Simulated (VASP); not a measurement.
# Re (Fd-3m) in VASP: further runs

The runs below take Re through relaxation of cell and atoms, with PBEsol.

All numbers are computed with VASP 6.6.1; they aren't measurements. Logs are shortened: lines on timing, memory, paths and dates and some standing lists are left out, and cuts for length are marked.

### 1 The cell of the first run

It takes space group Fd-3m (No. 227, cubic). The conventional cell has a = 5.350 Å, b = 5.350 Å, c = 5.350 Å, α = 90.00°, β = 90.00°, γ = 90.00°. Within 3.1 Å of Re (site symmetry -43m) lie 4 Re at 2.32 Å.

This isn't the form of Re at room conditions, which is hcp.

### 2 Relaxation of cell and atoms, PBEsol

File INCAR:

```
SYSTEM = Re
  ALGO = Normal
  EDIFF = 1E-7
  EDIFFG = -0.02
  ENCUT = 600
  GGA = PS
  IBRION = 2
  ISIF = 3
  ISMEAR = -1
  LASPH = .TRUE.
  LCHARG = .FALSE.
  LREAL = .FALSE.
  LWAVE = .FALSE.
  NELM = 100
  NSW = 80
  PREC = Accurate
  SIGMA = 0.1
```

File KPOINTS:

```
k-points
0
G
  13 13 13
  0 0 0
```

File POSCAR:

```
Re
1.0
    0.0000000000      2.6750000000      2.6750000000
    2.6750000000      0.0000000000      2.6750000000
    2.6750000000      2.6750000000      0.0000000000
Re
2
Direct
    0.0000000000      0.0000000000      0.0000000000
    0.2500000000      0.2500000000      0.2500000000
```

Potentials or basis: VASP PAW PBE potentials, release 64 (Re).

Launch:

```bash
cat potpaw_PBE.64/Re/POTCAR > POTCAR
mpirun -np 1 vasp_std > vasp.out
```

OUTCAR:

```text
SYSTEM = Re
   EDIFF = 1E-7
   EDIFFG = -0.02
   ENCUT = 600
   GGA = PS
   IBRION = 2
   ISIF = 3
   ISMEAR = -1
   LASPH = .TRUE.
   LREAL = .FALSE.
   NELM = 100
   NSW = 80
   PREC = Accurate

 ion  position               nearest neighbor table
   1  0.000  0.000  0.000-   2 2.32   2 2.32   2 2.32   2 2.32
   2  0.250  0.250  0.250-   1 2.32   1 2.32   1 2.32   1 2.32

  LATTYP: Found a face centered cubic cell.
 ALAT       =     5.3500000000

  Lattice vectors:

 A1 = (   0.0000000000,   2.6750000000,   2.6750000000)
 A2 = (   2.6750000000,   0.0000000000,   2.6750000000)
 A3 = (   2.6750000000,   2.6750000000,   0.0000000000)

Analysis of symmetry for initial positions (statically):
=====================================================================
 Subroutine PRICEL returns:
 Original cell was already a primitive cell.

 Routine SETGRP: Setting up the symmetry group for a
 face centered cubic supercell.

 Subroutine GETGRP returns: Found 48 space group operations
 (whereof 24 operations were pure point group operations)
 out of a pool of 48 trial point group operations.

The static configuration has the point symmetry T_d .
 The point group associated with its full space group is O_h .

Analysis of symmetry for dynamics (positions and initial velocities):
=====================================================================
 Subroutine PRICEL returns:
 Original cell was already a primitive cell.

 Routine SETGRP: Setting up the symmetry group for a
 face centered cubic supercell.

 Subroutine GETGRP returns: Found 48 space group operations
 (whereof 24 operations were pure point group operations)
 out of a pool of 48 trial point group operations.

The dynamic configuration has the point symmetry T_d .
 The point group associated with its full space group is O_h .

 Subroutine INISYM returns: Found 48 space group operations
 (whereof 24 operations are pure point group operations),
 and found     1 'primitive' translations

----------------------------------------------------------------------------------------

                                     Primitive cell

  volume of cell :      38.2826

  direct lattice vectors                    reciprocal lattice vectors
     0.000000000  2.675000000  2.675000000    -0.186915888  0.186915888  0.186915888
     2.675000000  0.000000000  2.675000000     0.186915888 -0.186915888  0.186915888
     2.675000000  2.675000000  0.000000000     0.186915888  0.186915888 -0.186915888

  length of vectors
     3.783021279  3.783021279  3.783021279     0.323747814  0.323747814  0.323747814

  position of ions in fractional coordinates (direct lattice)
     0.000000000  0.000000000  0.000000000
     0.250000000  0.250000000  0.250000000

  ion indices of the primitive-cell ions
   primitive index   ion index
                 1           1
                 2           2

----------------------------------------------------------------------------------------

 KPOINTS: k-points

Automatic generation of k-mesh.
 Grid dimensions read from file:
 generate k-points for:   13   13   13

 Generating k-lattice:

  Cartesian coordinates                     Fractional coordinates (reciprocal lattice)
    -0.014378145  0.014378145  0.014378145     0.076923077  0.000000000  0.000000000
     0.014378145 -0.014378145  0.014378145     0.000000000  0.076923077  0.000000000
     0.014378145  0.014378145 -0.014378145     0.000000000  0.000000000  0.076923077

  Length of vectors
     0.024903678  0.024903678  0.024903678

  Shift w.r.t. Gamma in fractional coordinates (k-lattice)
     0.000000000  0.000000000  0.000000000

 Subroutine IBZKPT returns following result:
 ===========================================

 Found     84 irreducible k-points:

 Following reciprocal coordinates:
            Coordinates               Weight
  0.000000  0.000000  0.000000      1.000000
  0.076923  0.000000  0.000000      8.000000
  0.153846  0.000000  0.000000      8.000000
  0.230769  0.000000  0.000000      8.000000
  0.307692  0.000000  0.000000      8.000000
  0.384615  0.000000  0.000000      8.000000
[... 16 lines left out ...]
  0.384615  0.153846  0.000000     24.000000
  0.461538  0.153846  0.000000     24.000000
 [... further k-points ...]
   k-points           NKPTS =     84   k-points in BZ     NKDIM =     84   number of bands    NBANDS=     11
   number of dos      NEDOS =    301   number of ions     NIONS =      2
   total plane-waves  NPLWV =  27000
   dimension x,y,z NGX =    30 NGY =   30 NGZ =   30
   dimension x,y,z NGXF=    60 NGYF=   60 NGZF=   60
   ions per type =               2
   NGX,Y,Z   is equivalent  to a cutoff of  13.18, 13.18, 13.18 a.u.
   NGXF,Y,Z  is equivalent  to a cutoff of  26.37, 26.37, 26.37 a.u.
 SYSTEM =  Re
   PREC   = accura    normal or accurate (medium, high low for compatibility)
   ISTART =      0    job   : 0-new  1-cont  2-samecut
   ICHARG =      2    charge: 1-file 2-atom 10-const
   ISPIN  =      1    spin polarized calculation?
   LNONCOLLINEAR =      F non collinear calculations
   LSORBIT =      F    spin-orbit coupling
   LASPH  =      T    aspherical Exc in radial PAW
   ENCUT  =  600.0 eV  44.10 Ry    6.64 a.u.   7.56  7.56  7.56*2*pi/ulx,y,z
   NELM   =    100;   NELMIN=  2; NELMDL= -5     # of ELM steps
   EDIFF  = 0.1E-06   stopping-criterion for ELM
   LREAL  =      F    real-space projection
   EDIFFG = -.2E-01   stopping-criterion for IOM
   NSW    =     80    number of steps for IOM
   IBRION =      2    ionic relax: 0-MD 1-quasi-New 2-CG
   NFREE  =      1    steps in history (QN), initial steepest desc. (CG)
   ISIF   =      3    stress and relaxation
   ISYM   =      2    0-nonsym 1-usesym 2-fastsym
   POTIM  = 0.5000    time-step for ionic-motion
   TEBEG  =    0.0;   TEEND  =   0.0 temperature during run
   PSTRESS=    0.0 pullay stress
   NELECT =      14.0000    total number of electrons
   NUPDOWN=      -1.0000    fix difference up-down
   EMIN   =  10.00;   EMAX   =-10.00  energy-range for DOS
   EFERMI =   0.00;   METHOD = LEGACY
   ISMEAR =    -1;   SIGMA  =   0.10  broadening in eV -4-tet -1-fermi 0-gaus
   EFERMI_NEDOS =   21; number of points for ismear=-14 and -15
   IALGO  =     38    algorithm
   IMIX   =      4    mixing-type and parameters
     AMIX     =   0.40;   BMIX     =  1.00
     AMIX_MAG =   1.60;   BMIX_MAG =  1.00
  volume/ion in A,a.u.               =      19.14       129.17
  Fermi-wavevector in a.u.,A,eV,Ry     =   1.170713  2.212327 18.647718  1.370569
  Thomas-Fermi vector in A             =   2.307167
   LORBIT       =      0    0 simple, 1 ext, 2 COOP (PROOUT), +10 PAW based schemes
   GGA     = PS    functional components
   LHFCALC =     F    Hartree Fock is set to
   AEXX    =    0.0000 exact exchange contribution
   IVDW    =     0    specifies the selected vdW correction
   LEPSILON=     F    determine dielectric tensor
   LRPA    =     F    only Hartree local field effects (RPA)
 conjugate gradient relaxation of ions
 non-spin polarized calculation
  energy-cutoff  :      600.00
  volume of cell :       38.28
 maximum number of plane-waves:      1303
   NGX = 15   NGY = 15   NGZ = 15

--------------------------------------- Ionic step        1  -------------------------------------------

 number of electron      14.0000000 magnetization

 Free energy of the ion-electron system (eV)
  ---------------------------------------------------
  ext. energy  EPLUGINS =         0.00000000
  ---------------------------------------------------
  free energy    TOTEN  =       -22.81768491 eV

  energy without entropy =      -22.77703300  energy(sigma->0) =      -22.79735896

 E-fermi :   4.7802     XC(G=0): -11.9415

 val. band max:        4.7554465920   @ k =  -0.3077   0.3846   0.0769
 cond. band min:       4.7922977717   @ k =  -0.3846   0.3077   0.0000
 fundamental gap:      0.0368511797
 Fermi energy:         4.7801708619

 k-point     1 :       0.0000    0.0000    0.0000
  band No.  band energies     occupation
      1      -2.9035      2.00000
      2       0.9677      2.00000
      3       0.9677      2.00000
      4       2.1942      2.00000
      5       2.1942      2.00000
      6       2.1942      2.00000
      7       5.5363      0.00104
      8       5.5363      0.00104
      9       5.5363      0.00104
     10       9.9119      0.00000
     11       9.9119      0.00000
[... 797 lines left out ...]
 POSITION                                       TOTAL-FORCE (eV/Angst)
 -----------------------------------------------------------------------------------
      0.00000      0.00000      0.00000        -0.000000     -0.000000     -0.000000
      1.39552      1.39552      1.39552         0.000000      0.000000      0.000000
 -----------------------------------------------------------------------------------
    total drift:                                0.000000     -0.000000      0.000000

  FREE ENERGIE OF THE ION-ELECTRON SYSTEM (eV)
  ---------------------------------------------------
  free  energy   TOTEN  =       -23.2572417476 eV

  energy  without entropy=      -23.2131141997  energy(sigma->0) =      -23.23517797

--------------------------------------- Ionic step        5  -------------------------------------------

 number of electron      14.0000001 magnetization

 Free energy of the ion-electron system (eV)
  ---------------------------------------------------
  ext. energy  EPLUGINS =         0.00000000
  ---------------------------------------------------
  free energy    TOTEN  =       -23.25738516 eV

  energy without entropy =      -23.21333296  energy(sigma->0) =      -23.23535906

 E-fermi :   3.5861     XC(G=0): -11.3215

 val. band max:        3.5755954806   @ k =  -0.3846   0.2308   0.0769
 cond. band min:       3.6043306273   @ k =  -0.2308   0.2308   0.0000
 fundamental gap:      0.0287351467
 Fermi energy:         3.5861329152

 k-point     1 :       0.0000    0.0000    0.0000
  band No.  band energies     occupation
      1      -3.4456      2.00000
      2       0.4344      2.00000
      3       0.4344      2.00000
      4       1.2818      2.00000
      5       1.2818      2.00000
      6       1.2818      2.00000
      7       4.2564      0.00245
      8       4.2564      0.00245
      9       4.2564      0.00245
     10       7.9143      0.00000
     11       7.9143      0.00000
[... 344 lines left out ...]
 POSITION                                       TOTAL-FORCE (eV/Angst)
 -----------------------------------------------------------------------------------
      0.00000      0.00000      0.00000        -0.000000     -0.000000     -0.000000
      1.39436      1.39436      1.39436         0.000000      0.000000      0.000000
 -----------------------------------------------------------------------------------
    total drift:                                0.000000     -0.000000      0.000000

  FREE ENERGIE OF THE ION-ELECTRON SYSTEM (eV)
  ---------------------------------------------------
  free  energy   TOTEN  =       -23.2573851583 eV

  energy  without entropy=      -23.2133329615  energy(sigma->0) =      -23.23535906

 reached required accuracy - stopping structural energy minimisation
```

Wall time 4.8 min (1 thread of AMD EPYC 7R13, shared host); peak memory 0.18 GiB.

What came out:

```yaml
Free_energy: -23.2574 eV
Relaxed_volume: 21.69 Å³/atom
Relaxed_cell: a = 3.944 Å, b = 3.944 Å, c = 3.944 Å, α = 60.00°, β = 60.00°, γ = 60.00°
Space_group_after_relaxing_to_0.1_Å: Fd-3m (No. 227)
Pressure_after_relaxing: 0.0 GPa
Band_gap_on_the_k_mesh: zero (bands 7 and 8 overlap by 1.15 eV)
```

Final structure:
```xyz
2
Lattice="0.0000 2.7887 2.7887 2.7887 0.0000 2.7887 2.7887 2.7887 0.0000" Properties=species:S:1:pos:R:3 pbc="T T T"
Re    0.0000    0.0000    0.0000
Re    1.3944    1.3944    1.3944
```

Caveat: the PAW data sets were made with another functional, which shifts forces and pressure a little; spin-orbit coupling is left out, which moves the levels of the heavy elements.

### 3 Relaxation of cell and atoms, PBEsol, target pressure 20 GPa, at which the enthalpy is minimised

File INCAR:

```
SYSTEM = Re
ALGO     = Normal         ! electronic algorithm
EDIFF    = 1E-6           ! SCF threshold, eV
EDIFFG   = -0.02          ! ionic threshold
ENCUT    = 600            ! plane-wave cutoff, eV
GGA      = PS             ! functional
IBRION   = 2              ! ionic algorithm
ISIF     = 3              ! what is computed and relaxed
ISMEAR   = -1             ! smearing method
LASPH    = .TRUE.         ! aspherical terms in the spheres
LCHARG   = .FALSE.        ! write CHGCAR
LREAL    = .FALSE.        ! projectors in reciprocal space
LWAVE    = .FALSE.        ! write WAVECAR
NELM     = 100            ! most SCF steps
NSW      = 80             ! ionic steps
PREC     = Accurate       ! precision mode
PSTRESS  = 200.0        
SIGMA    = 0.1            ! smearing width, eV
```

KPOINTS is that of step 2.

POSCAR is that of step 2.

Potentials or basis: VASP PAW PBE potentials, release 64 (Re).

Launch:

```bash
cat potpaw_PBE.64/Re/POTCAR > POTCAR
mpirun -np 1 vasp_std > vasp.out
```

Run time: 3.1 min. Hardware: 1 thread of AMD EPYC 7R13, shared host; peak memory 0.18 GiB.

The run converged. Its results:

```yaml
Free_energy: -23.0455 eV
Relaxed_volume: 19.87 Å³/atom
Relaxed_cell: a = 3.830 Å, b = 3.830 Å, c = 3.830 Å, α = 60.00°, β = 60.00°, γ = 60.00°
Space_group_after_relaxing_to_0.1_Å: Fd-3m (No. 227)
Energy_change_on_relaxing_the_run_minimises_the_enthalpy: -113.9 meV/atom
Ionic_steps: 4
Pressure_after_relaxing: 20.0 GPa
Band_gap_on_the_k_mesh: zero (bands 7 and 8 overlap by 1.30 eV)
```

The path:
| step | energy change (eV) | largest force (eV/Å) | pressure (GPa) | volume (Å³) |
| --- | --- | --- | --- | --- |
| 1 | 0.0000 | 0.0000 | 30.61 | 38.28 |
| 2 | -0.3696 | 0.0000 | -9.09 | 45.74 |
| 3 | -0.2394 | 0.0000 | 19.34 | 39.83 |
| 4 | -0.2278 | 0.0000 | 20.00 | 39.73 |

Final structure:
```
Re
1.0
     0.00000    2.70838    2.70838
     2.70838    0.00000    2.70838
     2.70838    2.70838    0.00000
Re
2
Direct
  0.00000 0.00000 0.00000
  0.25000 0.25000 0.25000
```

Levels at points of the mesh, in eV from the Fermi level:
| k point | band 4 | band 5 | band 6 | band 7 | band 8 | band 9 | band 10 | band 11 |
| --- | --- | --- | --- | --- | --- | --- | --- | --- |
| (0.00, 0.00, 0.00) | -2.50 | -2.50 | -2.50 | 0.73 | 0.73 | 0.73 | 4.89 | 4.89 |

Caveat: the cell is relaxed towards a set pressure, so the run minimises the enthalpy, not the energy; the PAW data sets were made with another functional, which shifts forces and pressure a little; spin-orbit coupling is left out, which moves the levels of the heavy elements.

### 4 Relaxation of cell and atoms, PBEsol, target pressure 40 GPa, at which the enthalpy is minimised

File INCAR:

```
PREC     = Accurate       # precision mode
ENCUT    = 600            # plane-wave cutoff, eV
EDIFF    = 1E-6           # SCF threshold, eV
ISMEAR   = -1             # smearing method
SIGMA    = 0.1            # smearing width, eV
LREAL    = False          # projectors in reciprocal space
LASPH    = True           # aspherical terms in the spheres
NELM     = 100            # most SCF steps
ALGO     = Normal         # electronic algorithm
ISIF     = 3              # what is computed and relaxed
LWAVE    = False          # write WAVECAR
LCHARG   = False          # write CHGCAR
GGA      = PS             # functional
IBRION   = 2              # ionic algorithm
NSW      = 80             # ionic steps
EDIFFG   = -0.02          # ionic threshold
PSTRESS  = 400.0
```

File KPOINTS:

```
Automatic mesh
0
Gamma
  13 13 13
```

POSCAR is that of step 3.

Launch:

```bash
cat potpaw_PBE.64/Re/POTCAR > POTCAR
mpirun -np 1 vasp_std > vasp.out
```

Wall time 3.4 min (1 thread of AMD EPYC 7R13, shared host); peak memory 0.18 GiB.

It converged, with:

```
Free energy                                                : -22.5720 eV
Relaxed volume                                             : 18.58 Å³/atom
Relaxed cell                                               : a = 3.746 Å, b = 3.746 Å, c = 3.746 Å, α = 60.00°, β = 60.00°, γ = 60.00°
Space group after relaxing (to 0.1 Å)                      : Fd-3m (No. 227)
Energy change on relaxing (the run minimises the enthalpy) : +122.8 meV/atom
Ionic steps                                                : 5
Pressure after relaxing                                    : 40.1 GPa
Band gap on the k mesh                                     : zero (bands 7 and 8 overlap by 1.42 eV)
```

The path:
```tsv
step	energy change (eV)	largest force (eV/Å)	pressure (GPa)	volume (Å³)
1	0.0000	0.0000	30.61	38.28
2	2.2190	0.0000	97.88	32.40
3	0.2253	0.0000	39.45	37.25
4	0.2390	0.0000	39.82	37.19
5	0.2456	0.0000	40.08	37.17
```

Final structure:
```cif
data_structure
_symmetry_space_group_name_H-M 'P 1'
_symmetry_Int_Tables_number 1
_cell_length_a 3.7459
_cell_length_b 3.7459
_cell_length_c 3.7459
_cell_angle_alpha 60.000
_cell_angle_beta 60.000
_cell_angle_gamma 60.000
_cell_volume 37.17
loop_
_atom_site_label
_atom_site_type_symbol
_atom_site_fract_x
_atom_site_fract_y
_atom_site_fract_z
_atom_site_occupancy
Re1 Re 0.00000 0.00000 0.00000 1
Re2 Re 0.25000 0.25000 0.25000 1
```

Levels at points of the mesh, in eV from the Fermi level:
| k point | band 4 | band 5 | band 6 | band 7 | band 8 | band 9 | band 10 | band 11 |
| --- | --- | --- | --- | --- | --- | --- | --- | --- |
| (0.00, 0.00, 0.00) | -2.66 | -2.66 | -2.66 | 0.78 | 0.78 | 0.78 | 5.33 | 5.33 |

Caveat: the cell is relaxed towards a set pressure, so the run minimises the enthalpy, not the energy; the PAW data sets were made with another functional, which shifts forces and pressure a little; spin-orbit coupling is left out, which moves the levels of the heavy elements.

[end of part 1 of 2]
